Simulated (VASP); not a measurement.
# GaC3 (Pm-3m) in VASP: further runs, part 2 of 2

VASP 6.6.1. The steps go on from the part before.

## (5) Single point, r2SCAN

This run uses another cell than the first one, of 9.63 Å³/atom, 1.082 times its volume.

POSCAR reads:

```
GaC3
1.0
    3.3769346200      0.0000000000      0.0000000000
    0.0000000000      3.3769346200      0.0000000000
    0.0000000000      0.0000000000      3.3769346200
Ga C
1 3
Direct
    0.0000000000      0.0000000000      0.0000000000
    0.0000000000      0.5000000000      0.5000000000
    0.5000000000      0.0000000000      0.5000000000
    0.5000000000      0.5000000000      0.0000000000
```

INCAR.step1 reads:

```
SYSTEM = GaC3
PREC     = Accurate       ! precision mode
ENCUT    = 520            ! plane-wave cutoff, eV
ISMEAR   = -1             ! smearing method
SIGMA    = 0.1            ! smearing width, eV
LREAL    = .False.        ! projectors in reciprocal space
LASPH    = .True.         ! aspherical terms in the spheres
NELM     = 100            ! most SCF steps
NBANDS   = 20             ! bands
GGA      = PE             ! functional
ALGO     = Normal         ! electronic algorithm
EDIFF    = 1E-4           ! SCF threshold, eV
LWAVE    = .True.         ! write WAVECAR
LCHARG   = .False.        ! write CHGCAR
```

INCAR.step2 reads:

```
SYSTEM = GaC3
PREC     = Accurate       ! precision mode
ENCUT    = 520            ! plane-wave cutoff, eV
EDIFF    = 1E-6           ! SCF threshold, eV
ISMEAR   = -1             ! smearing method
SIGMA    = 0.1            ! smearing width, eV
LREAL    = .False.        ! projectors in reciprocal space
LASPH    = .True.         ! aspherical terms in the spheres
NELM     = 100            ! most SCF steps
ALGO     = Normal         ! electronic algorithm
ISIF     = 2              ! what is computed and relaxed
LWAVE    = .False.        ! write WAVECAR
LCHARG   = .True.         ! write CHGCAR
METAGGA  = R2SCAN         ! meta-GGA
LMIXTAU  = .True.       
LELF     = .True.         ! ELF
LVHAR    = .True.       
NBANDS   = 20             ! bands
ISTART   = 1
```

KPOINTS reads:

```
Automatic mesh
0
Gamma
  7 7 7
  0 0 0
```

Started as:

```
$ cat potpaw_PBE.64/Ga_d/POTCAR potpaw_PBE.64/C/POTCAR > POTCAR
$ cp INCAR.step1 INCAR
$ mpirun -np 1 vasp_std > vasp.out
$ cp INCAR.step2 INCAR
$ mpirun -np 1 vasp_std > vasp.out
```

Run time: 41 s. Hardware: 1 thread of Intel Xeon Platinum 8559C (Emerald Rapids), shared host; peak memory 0.16 GiB.

The run converged. Its results:

```
Free energy : -27.8471 eV
Pressure    : -7.7 GPa
```

Levels at points of the mesh, in eV from the Fermi level:
```csv
k point,band 9,band 10,band 11,band 12,band 13,band 14,band 15,band 16
"(0.00, 0.00, 0.00)",-5.35,-5.35,-5.35,0.13,1.35,1.35,1.35,4.07
```

Caveat: the PAW data sets were made with another functional, which shifts forces and pressure a little.

## (6) Single point, r2SCAN

This run uses another cell than the first one, of 9.87 Å³/atom, 1.110 times its volume.

POSCAR reads:

```
GaC3
1.0
    3.4051948009      0.0000000000      0.0000000000
    0.0000000000      3.4051948009      0.0000000000
    0.0000000000      0.0000000000      3.4051948009
Ga C
1 3
Direct
    0.0000000000      0.0000000000      0.0000000000
    0.0000000000      0.5000000000      0.5000000000
    0.5000000000      0.0000000000      0.5000000000
    0.5000000000      0.5000000000      0.0000000000
```

INCAR.step1 reads:

```
SYSTEM = GaC3
PREC = Accurate ; ENCUT = 520
ISMEAR = -1 ; SIGMA = 0.1
LREAL = .False. ; LASPH = .True.
NELM = 60 ; NBANDS = 20
GGA = PE ; ALGO = Normal
EDIFF = 1E-4 ; LWAVE = .True.
LCHARG = .False.
```

INCAR.step2 reads:

```
SYSTEM = GaC3
PREC = Accurate ; ENCUT = 520
EDIFF = 1E-7 ; ISMEAR = -1
SIGMA = 0.1 ; LREAL = .False.
LASPH = .True. ; NELM = 60
ALGO = Normal ; ISIF = 2
LWAVE = .False. ; LCHARG = .False.
METAGGA = R2SCAN ; LMIXTAU = .True.
NBANDS = 20 ; ISTART = 1
```

KPOINTS reads:

```
regular mesh
0
Gamma
  7 7 7
  0 0 0
```

Potentials or basis: VASP PAW PBE potentials, release 64 (Ga_d, C).

Started as:

```
$ cat potpaw_PBE.64/Ga_d/POTCAR potpaw_PBE.64/C/POTCAR > POTCAR
$ cp INCAR.step1 INCAR
$ mpirun -np 1 vasp_std > vasp.out
$ cp INCAR.step2 INCAR
$ mpirun -np 1 vasp_std > vasp.out
```

OUTCAR:

```text
SYSTEM = GaC3
   PREC = Accurate
   ENCUT = 520
   EDIFF = 1E-7
   ISMEAR = -1
   LREAL = .False.
   LASPH = .True.
   NELM = 60
   ISIF = 2
   METAGGA = R2SCAN
   ISTART = 1

 ion  position               nearest neighbor table
   1  0.000  0.000  0.000-   2 2.41   3 2.41   4 2.41   2 2.41   3 2.41   2 2.41   4 2.41   2 2.41
                             3 2.41   4 2.41   3 2.41   4 2.41
   2  0.000  0.500  0.500-   1 2.41   1 2.41   1 2.41   1 2.41
   3  0.500  0.000  0.500-   1 2.41   1 2.41   1 2.41   1 2.41
   4  0.500  0.500  0.000-   1 2.41   1 2.41   1 2.41   1 2.41

  LATTYP: Found a simple cubic cell.
 ALAT       =     3.4051948009

  Lattice vectors:

 A1 = (   3.4051948009,   0.0000000000,   0.0000000000)
 A2 = (   0.0000000000,   3.4051948009,   0.0000000000)
 A3 = (   0.0000000000,   0.0000000000,   3.4051948009)

Analysis of symmetry for initial positions (statically):
=====================================================================
 Subroutine PRICEL returns:
 Original cell was already a primitive cell.

 Routine SETGRP: Setting up the symmetry group for a
 simple cubic supercell.

 Subroutine GETGRP returns: Found 48 space group operations
 (whereof 48 operations were pure point group operations)
 out of a pool of 48 trial point group operations.

The static configuration has the point symmetry O_h .

Analysis of symmetry for dynamics (positions and initial velocities):
=====================================================================
 Subroutine PRICEL returns:
 Original cell was already a primitive cell.

 Routine SETGRP: Setting up the symmetry group for a
 simple cubic supercell.

 Subroutine GETGRP returns: Found 48 space group operations
 (whereof 48 operations were pure point group operations)
 out of a pool of 48 trial point group operations.

The dynamic configuration has the point symmetry O_h .

 Subroutine INISYM returns: Found 48 space group operations
 (whereof 48 operations are pure point group operations),
 and found     1 'primitive' translations

----------------------------------------------------------------------------------------

                                     Primitive cell

  volume of cell :      39.4844

  direct lattice vectors                    reciprocal lattice vectors
     3.405194801  0.000000000  0.000000000     0.293668955  0.000000000  0.000000000
     0.000000000  3.405194801  0.000000000     0.000000000  0.293668955  0.000000000
     0.000000000  0.000000000  3.405194801     0.000000000  0.000000000  0.293668955

  length of vectors
     3.405194801  3.405194801  3.405194801     0.293668955  0.293668955  0.293668955

  position of ions in fractional coordinates (direct lattice)
     0.000000000  0.000000000  0.000000000
     0.000000000  0.500000000  0.500000000
     0.500000000  0.000000000  0.500000000
     0.500000000  0.500000000  0.000000000

  ion indices of the primitive-cell ions
   primitive index   ion index
                 1           1
                 2           2
                 3           3
                 4           4

----------------------------------------------------------------------------------------

 KPOINTS: regular mesh

Automatic generation of k-mesh.
 Grid dimensions read from file:
 generate k-points for:    7    7    7

 Generating k-lattice:

  Cartesian coordinates                     Fractional coordinates (reciprocal lattice)
     0.041952708  0.000000000  0.000000000     0.142857143  0.000000000  0.000000000
     0.000000000  0.041952708  0.000000000     0.000000000  0.142857143  0.000000000
     0.000000000  0.000000000  0.041952708     0.000000000  0.000000000  0.142857143

  Length of vectors
     0.041952708  0.041952708  0.041952708

  Shift w.r.t. Gamma in fractional coordinates (k-lattice)
     0.000000000  0.000000000  0.000000000

 Subroutine IBZKPT returns following result:
 ===========================================

 Found     20 irreducible k-points:

 Following reciprocal coordinates:
            Coordinates               Weight
  0.000000  0.000000  0.000000      1.000000
  0.142857  0.000000  0.000000      6.000000
  0.285714  0.000000  0.000000      6.000000
  0.428571  0.000000  0.000000      6.000000
  0.142857  0.142857  0.000000     12.000000
  0.285714  0.142857  0.000000     24.000000
[... 12 lines left out ...]
  0.428571  0.428571  0.285714     24.000000
  0.428571  0.428571  0.428571      8.000000
   k-points           NKPTS =     20   k-points in BZ     NKDIM =     20   number of bands    NBANDS=     20
   number of dos      NEDOS =    301   number of ions     NIONS =      4
   total plane-waves  NPLWV =  21952
   dimension x,y,z NGX =    28 NGY =   28 NGZ =   28
   dimension x,y,z NGXF=    56 NGYF=   56 NGZF=   56
   ions per type =               1   3
   NGX,Y,Z   is equivalent  to a cutoff of  13.67, 13.67, 13.67 a.u.
   NGXF,Y,Z  is equivalent  to a cutoff of  27.34, 27.34, 27.34 a.u.
 SYSTEM =  GaC3
   PREC   = accura    normal or accurate (medium, high low for compatibility)
   ISTART =      1    job   : 0-new  1-cont  2-samecut
   ICHARG =      0    charge: 1-file 2-atom 10-const
   ISPIN  =      1    spin polarized calculation?
   LNONCOLLINEAR =      F non collinear calculations
   LSORBIT =      F    spin-orbit coupling
   LASPH  =      T    aspherical Exc in radial PAW
   ENCUT  =  520.0 eV  38.22 Ry    6.18 a.u.   6.33  6.33  6.33*2*pi/ulx,y,z
   NELM   =     60;   NELMIN=  2; NELMDL=  0     # of ELM steps
   EDIFF  = 0.1E-06   stopping-criterion for ELM
   LREAL  =      F    real-space projection
   EDIFFG = 0.1E-05   stopping-criterion for IOM
   NSW    =      0    number of steps for IOM
   IBRION =     -1    ionic relax: 0-MD 1-quasi-New 2-CG
   NFREE  =      0    steps in history (QN), initial steepest desc. (CG)
   ISIF   =      2    stress and relaxation
   ISYM   =      2    0-nonsym 1-usesym 2-fastsym
   POTIM  = 0.5000    time-step for ionic-motion
   TEBEG  =    0.0;   TEEND  =   0.0 temperature during run
   PSTRESS=    0.0 pullay stress
   NELECT =      25.0000    total number of electrons
   NUPDOWN=      -1.0000    fix difference up-down
   EMIN   =  10.00;   EMAX   =-10.00  energy-range for DOS
   EFERMI =   0.00;   METHOD = LEGACY
   ISMEAR =    -1;   SIGMA  =   0.10  broadening in eV -4-tet -1-fermi 0-gaus
   EFERMI_NEDOS =   21; number of points for ismear=-14 and -15
   IALGO  =     38    algorithm
   IMIX   =      4    mixing-type and parameters
     AMIX     =   0.40;   BMIX     =  1.00
     AMIX_MAG =   1.60;   BMIX_MAG =  1.00
  volume/ion in A,a.u.               =       9.87        66.61
  Fermi-wavevector in a.u.,A,eV,Ry     =   1.405765  2.656512 26.887514  1.976177
  Thomas-Fermi vector in A             =   2.528194
   LORBIT       =      0    0 simple, 1 ext, 2 COOP (PROOUT), +10 PAW based schemes
   METAGGA = R2SCAN    functional components
   LHFCALC =     F    Hartree Fock is set to
   AEXX    =    0.0000 exact exchange contribution
   IVDW    =     0    specifies the selected vdW correction
   LEPSILON=     F    determine dielectric tensor
   LRPA    =     F    only Hartree local field effects (RPA)
 non-spin polarized calculation
  energy-cutoff  :      520.00
  volume of cell :       39.48
 maximum number of plane-waves:      1073
 NGX is ok and might be reduce to    28
   NGX = 13   NGY = 13   NGZ = 13

 number of electron      24.9999996 magnetization

 Free energy of the ion-electron system (eV)
  ---------------------------------------------------
  ext. energy  EPLUGINS =         0.00000000
  ---------------------------------------------------
  free energy    TOTEN  =       -27.79073017 eV

  energy without entropy =      -27.72882499  energy(sigma->0) =      -27.75977758

 E-fermi :   6.4944     XC(G=0): -13.1671

 val. band max:        6.4891058743   @ k =   0.4286   0.4286   0.0000
 cond. band min:       6.5083322911   @ k =   0.0000   0.0000   0.0000
 fundamental gap:      0.0192264168
 Fermi energy:         6.4943774492

 k-point     1 :       0.0000    0.0000    0.0000
  band No.  band energies     occupation
      1     -10.2140      2.00000
      2      -9.1213      2.00000
      3      -9.1213      2.00000
      4      -8.9666      2.00000
      5      -8.9666      2.00000
      6      -8.9666      2.00000
[... 449 lines left out ...]
     19      19.2540      0.00000
     20      19.8793      0.00000

------------------------ aborting loop because EDIFF is reached ----------------------------------------

  FORCE on cell =-STRESS in cart. coord.  units (eV):
  Direction    XX          YY          ZZ          XY          YZ          ZX
  --------------------------------------------------------------------------------------
  -------------------------------------------------------------------------------------
  Total       -2.6425801     -2.6425801     -2.6425801      0.0000000      0.0000000     -0.0000000
  in kB     -107.2291472   -107.2291472   -107.2291472      0.0000000      0.0000000     -0.0000000
  external PRESSURE =    -107.2291472 kB  Pullay stress =       0.0000000 kB

 VOLUME and BASIS-vectors are now :
 -----------------------------------------------------------------------------
  energy-cutoff  :      520.00
  volume of cell :       39.48
      direct lattice vectors                 reciprocal lattice vectors
     3.405194801  0.000000000  0.000000000     0.293668955  0.000000000  0.000000000
     0.000000000  3.405194801  0.000000000     0.000000000  0.293668955  0.000000000
     0.000000000  0.000000000  3.405194801     0.000000000  0.000000000  0.293668955

 POSITION                                       TOTAL-FORCE (eV/Angst)
 -----------------------------------------------------------------------------------
      0.00000      0.00000      0.00000         0.000000      0.000000      0.000000
      0.00000      1.70260      1.70260         0.000000      0.000000      0.000000
      1.70260      0.00000      1.70260         0.000000      0.000000      0.000000
      1.70260      1.70260      0.00000         0.000000      0.000000      0.000000
 -----------------------------------------------------------------------------------
    total drift:                               -0.000000      0.000000      0.000000

  FREE ENERGIE OF THE ION-ELECTRON SYSTEM (eV)
  ---------------------------------------------------
  free  energy   TOTEN  =       -27.7907301689 eV

  energy  without entropy=      -27.7288249905  energy(sigma->0) =      -27.75977758
```

It took 46 s on 1 thread of Intel Xeon Platinum 8559C (Emerald Rapids), shared host; peak memory 0.16 GiB.

Results:

| Item | Value |
| --- | --- |
| Free energy | -27.7907 eV |
| Pressure | -10.7 GPa |

Caveat: the PAW data sets were made with another functional, which shifts forces and pressure a little.

## (7) Overview

```tsv
cell	gap on the mesh (eV)	pressure (GPa)
a = 3.319 Å, 4 atoms	none	-0.2
a = 3.348 Å, 4 atoms	none	-4.2
a = 3.377 Å, 4 atoms	none	-7.7
a = 3.405 Å, 4 atoms	none	-10.7
```

Alike in all rows: task single point; level r2SCAN; potentials or basis VASP PAW PBE potentials, release 64 (Ga_d, C); no spin polarisation; k mesh 7 × 7 × 7; cutoff (eV) 520; smearing fermi-dirac 0.1 eV.

Caveats: the PAW data sets were made with another functional, which shifts forces and pressure a little.

Absolute energies hang on the potentials; compare differences alone.
